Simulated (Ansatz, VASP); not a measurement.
**Cu2Au: VASP beside Ansatz**

```
Cu Au
1.0
     0.00000    3.47420    3.47420
     3.47420    0.00000    3.47420
     3.47420    3.47420    0.00000
Cu Au
4 2
Direct
  0.12500 0.12500 0.12500
  0.62500 0.12500 0.12500
  0.12500 0.12500 0.62500
  0.12500 0.62500 0.12500
  0.50000 0.50000 0.50000
  0.75000 0.75000 0.75000
```

Alike in both runs: functional PBE; k mesh 10 × 10 × 10; occupations gaussian, width 0.1 eV; no spin polarisation.

Ansatz relaxed the structure, and its values are those at the end. VASP's run is a single point on that final structure, the one shown.

|  | VASP | Ansatz |
| --- | --- | --- |
| version | VASP 6.6.1 | Ansatz 0.2.0 |
| potentials or method | VASP PAW PBE potentials, release 64 (Cu, Au), cutoff 520 eV | scalar-relativistic, plane waves, PAW |
| valence electrons in the cell | 66 | 114 |

```csv
,VASP,Ansatz,Ansatz less VASP
gap on the k mesh at the Fermi level (eV),none,none,-
pressure (GPa),0.2,0.0,-0.22
```

A gap of «none» marks a metal or a gap that the smearing closes. VASP's potentials hold 66 valence electrons a cell and Ansatz's 114, so a difference there can come from the potentials and not from the codes.

Spin-orbit coupling is off throughout.
